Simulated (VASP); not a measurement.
# Ta (P6_3/mmc) in VASP: notebook

Ta is run at these levels: LDA; tasks: single point.

All numbers are computed with VASP 6.6.1; they aren't measurements. Logs are shortened: lines on timing, memory, paths and dates and some standing lists are left out, and cuts for length are marked.

## Step 1: The cell of the first run

Symmetry: P6_3/mmc, No. 194, hexagonal system. Conventional cell: a = 2.900 Å, b = 2.900 Å, c = 4.960 Å, α = 90.00°, β = 90.00°, γ = 120.00°. Ta (site symmetry -6m2) has 12 Ta at 2.90 to 2.99 Å within 3.8 Å.

This isn't the form of Ta at room conditions, which is bcc.

## Step 2: Single point, LDA (strain -0.0400 x Voigt [0, 0, 1, 0, 0, 0])

File INCAR:

```
SYSTEM = Ta
PREC = Accurate
ENCUT = 520
EDIFF = 1E-7
ISMEAR = 0
SIGMA = 0.15
LREAL = .FALSE.
LASPH = .TRUE.
NELM = 80
ALGO = Fast
ISIF = 2
LWAVE = .FALSE.
LCHARG = .TRUE.
LELF = .TRUE.
LVHAR = .TRUE.
NBANDS = 18
```

File KPOINTS:

```
Automatic mesh
0
G
  18 18 10
  0 0 0
```

File POSCAR:

```
Ta
1.0
    2.9003720726      0.0000000000      0.0000000000
   -1.4501860363      2.5117958953      0.0000000000
    0.0000000000      0.0000000000      4.9596230400
Ta
2
Direct
    0.6666666667      0.3333333333      0.7500000000
    0.3333333333      0.6666666667      0.2500000000
```

Potentials or basis: VASP PAW LDA potentials, release 64 (Ta_pv).

Started as:

```sh
> cat potpaw_LDA.64/Ta_pv/POTCAR > POTCAR
> mpirun -np 1 vasp_std > vasp.out
```

OUTCAR:

```text
SYSTEM = Ta
   PREC = Accurate
   ENCUT = 520
   EDIFF = 1E-7
   ISMEAR = 0
   LREAL = .FALSE.
   LASPH = .TRUE.
   NELM = 80
   ISIF = 2

 ion  position               nearest neighbor table
   1  0.667  0.333  0.750-   2 2.99   2 2.99   2 2.99   2 2.99   2 2.99   2 2.99
   2  0.333  0.667  0.250-   1 2.99   1 2.99   1 2.99   1 2.99   1 2.99   1 2.99

  LATTYP: Found a hexagonal cell.
 ALAT       =     2.9003720726
 C/A-ratio  =     1.7099954474

  Lattice vectors:

 A1 = (   2.9003720726,   0.0000000000,   0.0000000000)
 A2 = (  -1.4501860363,   2.5117958953,   0.0000000000)
 A3 = (   0.0000000000,   0.0000000000,   4.9596230400)

Analysis of symmetry for initial positions (statically):
=====================================================================
 Subroutine PRICEL returns:
 Original cell was already a primitive cell.

 Routine SETGRP: Setting up the symmetry group for a
 hexagonal supercell.

 Subroutine GETGRP returns: Found 24 space group operations
 (whereof 12 operations were pure point group operations)
 out of a pool of 24 trial point group operations.

The static configuration has the point symmetry D_3d.
 The point group associated with its full space group is D_6h.

Analysis of symmetry for dynamics (positions and initial velocities):
=====================================================================
 Subroutine PRICEL returns:
 Original cell was already a primitive cell.

 Routine SETGRP: Setting up the symmetry group for a
 hexagonal supercell.

 Subroutine GETGRP returns: Found 24 space group operations
 (whereof 12 operations were pure point group operations)
 out of a pool of 24 trial point group operations.

The dynamic configuration has the point symmetry D_3d.
 The point group associated with its full space group is D_6h.

 Subroutine INISYM returns: Found 24 space group operations
 (whereof 12 operations are pure point group operations),
 and found     1 'primitive' translations

----------------------------------------------------------------------------------------

                                     Primitive cell

  volume of cell :      36.1316

  direct lattice vectors                    reciprocal lattice vectors
     2.900372073  0.000000000  0.000000000     0.344783350  0.199060760  0.000000000
    -1.450186036  2.511795895  0.000000000     0.000000000  0.398121520  0.000000000
     0.000000000  0.000000000  4.959623040     0.000000000  0.000000000  0.201628227

  length of vectors
     2.900372073  2.900372073  4.959623040     0.398121520  0.398121520  0.201628227

  position of ions in fractional coordinates (direct lattice)
     0.666666667  0.333333333  0.750000000
     0.333333333  0.666666667  0.250000000

  ion indices of the primitive-cell ions
   primitive index   ion index
                 1           1
                 2           2

----------------------------------------------------------------------------------------

 KPOINTS: Automatic mesh

Automatic generation of k-mesh.
 Grid dimensions read from file:
 generate k-points for:   18   18   10

 Generating k-lattice:

  Cartesian coordinates                     Fractional coordinates (reciprocal lattice)
     0.019154631  0.011058931  0.000000000     0.055555556  0.000000000  0.000000000
     0.000000000  0.022117862  0.000000000     0.000000000  0.055555556  0.000000000
     0.000000000  0.000000000  0.020162823     0.000000000  0.000000000  0.100000000

  Length of vectors
     0.022117862  0.022117862  0.020162823

  Shift w.r.t. Gamma in fractional coordinates (k-lattice)
     0.000000000  0.000000000  0.000000000

 Subroutine IBZKPT returns following result:
 ===========================================

 Found    222 irreducible k-points:

 Following reciprocal coordinates:
            Coordinates               Weight
  0.000000  0.000000  0.000000      1.000000
  0.055556 -0.000000  0.000000      6.000000
  0.111111 -0.000000  0.000000      6.000000
  0.166667  0.000000  0.000000      6.000000
  0.222222  0.000000  0.000000      6.000000
  0.277778  0.000000  0.000000      6.000000
[... 16 lines left out ...]
  0.333333  0.111111  0.000000     12.000000
  0.388889  0.111111  0.000000     12.000000
 [... further k-points ...]
   k-points           NKPTS =    222   k-points in BZ     NKDIM =    222   number of bands    NBANDS=     18
   number of dos      NEDOS =    301   number of ions     NIONS =      2
   total plane-waves  NPLWV =  23040
   dimension x,y,z NGX =    24 NGY =   24 NGZ =   40
   dimension x,y,z NGXF=    48 NGYF=   48 NGZF=   80
   ions per type =               2
   NGX,Y,Z   is equivalent  to a cutoff of  13.76, 13.76, 13.41 a.u.
   NGXF,Y,Z  is equivalent  to a cutoff of  27.51, 27.51, 26.82 a.u.
 SYSTEM =  Ta
   PREC   = accura    normal or accurate (medium, high low for compatibility)
   ISTART =      0    job   : 0-new  1-cont  2-samecut
   ICHARG =      2    charge: 1-file 2-atom 10-const
   ISPIN  =      1    spin polarized calculation?
   LNONCOLLINEAR =      F non collinear calculations
   LSORBIT =      F    spin-orbit coupling
   LASPH  =      T    aspherical Exc in radial PAW
   ENCUT  =  520.0 eV  38.22 Ry    6.18 a.u.   5.39  5.39  9.22*2*pi/ulx,y,z
   NELM   =     80;   NELMIN=  2; NELMDL= -5     # of ELM steps
   EDIFF  = 0.1E-06   stopping-criterion for ELM
   LREAL  =      F    real-space projection
   EDIFFG = 0.1E-05   stopping-criterion for IOM
   NSW    =      0    number of steps for IOM
   IBRION =     -1    ionic relax: 0-MD 1-quasi-New 2-CG
   NFREE  =      0    steps in history (QN), initial steepest desc. (CG)
   ISIF   =      2    stress and relaxation
   ISYM   =      2    0-nonsym 1-usesym 2-fastsym
   POTIM  = 0.5000    time-step for ionic-motion
   TEBEG  =    0.0;   TEEND  =   0.0 temperature during run
   PSTRESS=    0.0 pullay stress
   NELECT =      22.0000    total number of electrons
   NUPDOWN=      -1.0000    fix difference up-down
   EMIN   =  10.00;   EMAX   =-10.00  energy-range for DOS
   EFERMI =   0.00;   METHOD = LEGACY
   ISMEAR =     0;   SIGMA  =   0.15  broadening in eV -4-tet -1-fermi 0-gaus
   EFERMI_NEDOS =   21; number of points for ismear=-14 and -15
   IALGO  =     68    algorithm
   IMIX   =      4    mixing-type and parameters
     AMIX     =   0.40;   BMIX     =  1.00
     AMIX_MAG =   1.60;   BMIX_MAG =  1.00
  volume/ion in A,a.u.               =      18.07       121.91
  Fermi-wavevector in a.u.,A,eV,Ry     =   1.387565  2.622119 26.195813  1.925338
  Thomas-Fermi vector in A             =   2.511774
   LORBIT       =      0    0 simple, 1 ext, 2 COOP (PROOUT), +10 PAW based schemes
   GGA     = CA    functional components
   LHFCALC =     F    Hartree Fock is set to
   AEXX    =    0.0000 exact exchange contribution
   IVDW    =     0    specifies the selected vdW correction
   LEPSILON=     F    determine dielectric tensor
   LRPA    =     F    only Hartree local field effects (RPA)
 non-spin polarized calculation
 RMM-DIIS sequential band-by-band and
 Gauss-broadening in eV      SIGMA  =   0.15
  energy-cutoff  :      520.00
  volume of cell :       36.13
 maximum number of plane-waves:      1002
 NGX is ok and might be reduce to    24
   NGX = 11   NGY = 11   NGZ = 19

 number of electron      22.0000001 magnetization

 Free energy of the ion-electron system (eV)
  ---------------------------------------------------
  ext. energy  EPLUGINS =         0.00000000
  ---------------------------------------------------
  free energy    TOTEN  =       -25.02291214 eV

  energy without entropy =      -24.99504985  energy(sigma->0) =      -25.00898099

 E-fermi :   5.8208     XC(G=0): -12.7743

 val. band max:        5.8116482469   @ k =   0.1111   0.1111   0.4000
 cond. band min:       5.8294814581   @ k =   0.3333   0.0000   0.3000
 fundamental gap:      0.0178332113
 Fermi energy:         5.8207598322

 k-point     1 :       0.0000    0.0000    0.0000
  band No.  band energies     occupation
      1     -28.6237      2.00000
      2     -27.5917      2.00000
      3     -27.5917      2.00000
      4     -27.5638      2.00000
      5     -27.4706      2.00000
      6     -27.4706      2.00000
[... 10 lines left out ...]
     17      11.0230      0.00000
     18      11.0230      0.00000

 k-point     2 :       0.0556   -0.0000    0.0000
  band No.  band energies     occupation
      1     -28.6122      2.00000
      2     -27.6247      2.00000
      3     -27.6012      2.00000
      4     -27.5666      2.00000
      5     -27.5047      2.00000
      6     -27.4762      2.00000
[... 10 lines left out ...]
     17      11.0887      0.00000
     18      11.3490      0.00000

 k-point     3 :       0.1111   -0.0000    0.0000
  band No.  band energies     occupation
      1     -28.5786      2.00000
      2     -27.7192      2.00000
      3     -27.6282      2.00000
      4     -27.6015      2.00000
      5     -27.5750      2.00000
      6     -27.4923      2.00000
[... 10 lines left out ...]
     17      11.2437      0.00000
     18      12.1199      0.00000

 k-point     4 :       0.1667    0.0000    0.0000
  band No.  band energies     occupation
      1     -28.5249      2.00000
      2     -27.8630      2.00000
      3     -27.7457      2.00000
      4     -27.6685      2.00000
      5     -27.5898      2.00000
      6     -27.5177      2.00000
[... 375 lines left out ...]
      4     -27.8598      2.00000
      5     -27.6907      2.00000
      6     -27.6876      2.00000
[... 10 lines left out ...]
     17      11.3335      0.00000
     18      14.5484      0.00000

 k-point    23 :       0.3333    0.1111    0.0000
  band No.  band energies     occupation
      1     -28.4991      2.00000
      2     -28.3645      2.00000
      3     -28.1829      2.00000
      4     -27.9115      2.00000
      5     -27.7341      2.00000
      6     -27.7213      2.00000
[... 10 lines left out ...]
     17      12.3182      0.00000
     18      14.9089      0.00000

 k-point    24 :       0.3889    0.1111    0.0000
  band No.  band energies     occupation
      1     -28.5788      2.00000
      2     -28.4290      2.00000
      3     -28.1183      2.00000
      4     -27.9448      2.00000
      5     -27.7742      2.00000
      6     -27.7432      2.00000
[... 10 lines left out ...]
     17      13.2257      0.00000
     18      15.1765      0.00000

 [... further k-points ...]

------------------------ aborting loop because EDIFF is reached ----------------------------------------

  FORCE on cell =-STRESS in cart. coord.  units (eV):
  Direction    XX          YY          ZZ          XY          YZ          ZX
  --------------------------------------------------------------------------------------
  -------------------------------------------------------------------------------------
  Total       -1.4980811     -1.4980811      0.2394272      0.0000000      0.0000000     -0.0000000
  in kB      -66.4292221    -66.4292221     10.6168894      0.0000000      0.0000000     -0.0000000
  external PRESSURE =     -40.7471849 kB  Pullay stress =       0.0000000 kB

 VOLUME and BASIS-vectors are now :
 -----------------------------------------------------------------------------
  energy-cutoff  :      520.00
  volume of cell :       36.13
      direct lattice vectors                 reciprocal lattice vectors
     2.900372073  0.000000000  0.000000000     0.344783350  0.199060760  0.000000000
    -1.450186036  2.511795895  0.000000000     0.000000000  0.398121520  0.000000000
     0.000000000  0.000000000  4.959623040     0.000000000  0.000000000  0.201628227

 POSITION                                       TOTAL-FORCE (eV/Angst)
 -----------------------------------------------------------------------------------
      1.45019      0.83727      3.71972        -0.000000     -0.000000      0.000000
     -0.00000      1.67453      1.23991         0.000000      0.000000      0.000000
 -----------------------------------------------------------------------------------
    total drift:                               -0.000000      0.000000     -0.000000

  FREE ENERGIE OF THE ION-ELECTRON SYSTEM (eV)
  ---------------------------------------------------
  free  energy   TOTEN  =       -25.0229121443 eV

  energy  without entropy=      -24.9950498451  energy(sigma->0) =      -25.00898099
```

Run time: 55 s. Hardware: 1 thread of Intel Xeon 6975P-C (Granite Rapids), shared host; peak memory 0.23 GiB.

Results:

```yaml
Free_energy: -25.0229 eV
Pressure: -4.1 GPa
Band_gap_on_the_k_mesh: zero (bands 11 and 12 overlap by 2.37 eV)
```

Stress tensor (GPa, compression positive):
```
-6.64  0.00  0.00
 0.00 -6.64  0.00
 0.00  0.00  1.06
```

Levels at points of the mesh, in eV from the Fermi level:
```
           k point  band 7  band 8  band 9  band 10  band 11  band 12  band 13  band 14  band 15  band 16
(0.00, 0.00, 0.00)   -8.28   -4.93   -0.24     0.45     0.45     0.48     1.14     1.14     2.63     2.63
(0.50, 0.00, 0.00)   -4.15   -4.01   -3.47    -0.49    -0.14     0.45     0.72     5.92     6.31     6.71
(0.00, 0.00, 0.50)   -6.26   -6.26   -0.99    -0.99     0.45     0.45     0.45     0.45     4.44     4.44
(0.50, 0.00, 0.50)   -4.50   -4.50   -2.32    -2.32     1.66     1.66     2.43     2.43     5.96     5.96
```

Caveat: the cell differs from its parent crystal (strain -0.0400 x Voigt [0, 0, 1, 0, 0, 0]); the cell stands under tension; spin-orbit coupling is left out, which moves the levels of the heavy elements.

## Step 3: Single point, LDA (strain -0.0300 x Voigt [0, 0, 1, 0, 0, 0])

File INCAR:

```
ALGO     = Fast           # electronic algorithm
EDIFF    = 1E-6           # SCF threshold, eV
ENCUT    = 520            # plane-wave cutoff, eV
ISIF     = 2              # what is computed and relaxed
ISMEAR   = 0              # smearing method
LASPH    = T              # aspherical terms in the spheres
LCHARG   = F              # write CHGCAR
LREAL    = F              # projectors in reciprocal space
LWAVE    = F              # write WAVECAR
NBANDS   = 18             # bands
NELM     = 80             # most SCF steps
PREC     = Accurate       # precision mode
SIGMA    = 0.15           # smearing width, eV
```

File KPOINTS:

```
k-points
0
Gamma
  18 18 10
```

POSCAR: that of step 2 with these lines changed.

```diff
@@ -4,3 +4,3 @@
    -1.4501860363      2.5117958953      0.0000000000
-    0.0000000000      0.0000000000      4.9596230400
+    0.0000000000      0.0000000000      5.0112857800
 Ta
```

Potentials or basis: VASP PAW LDA potentials, release 64 (Ta_pv).

Started as:

```sh
> cat potpaw_LDA.64/Ta_pv/POTCAR > POTCAR
> mpirun -np 1 vasp_std > vasp.out
```

Wall time 44 s (1 thread of Intel Xeon 6975P-C (Granite Rapids), shared host); peak memory 0.23 GiB.

The run converged. Its results:

```yaml
Free_energy: -25.0220 eV
Pressure: -6.0 GPa
Band_gap_on_the_k_mesh: zero (bands 11 and 12 overlap by 2.36 eV)
```

Stress tensor (GPa, compression positive):
```
-8.11  0.00  0.00
 0.00 -8.11  0.00
 0.00  0.00 -1.90
```

Levels at points of the mesh, in eV from the Fermi level:
```csv
k point,band 7,band 8,band 9,band 10,band 11,band 12,band 13,band 14,band 15,band 16
"(0.00, 0.00, 0.00)",-8.23,-4.90,-0.33,0.36,0.48,0.48,1.14,1.14,2.70,2.70
"(0.50, 0.00, 0.00)",-4.11,-3.95,-3.42,-0.45,-0.20,0.55,0.66,5.79,6.33,6.70
"(0.00, 0.00, 0.50)",-6.26,-6.26,-1.03,-1.03,0.50,0.50,0.50,0.50,4.41,4.41
"(0.50, 0.00, 0.50)",-4.44,-4.44,-2.31,-2.31,1.64,1.64,2.46,2.46,5.85,5.85
```

Caveat: the cell differs from its parent crystal (strain -0.0300 x Voigt [0, 0, 1, 0, 0, 0]); the cell stands under tension; spin-orbit coupling is left out, which moves the levels of the heavy elements.

(Part 1 of 2 ends here.)
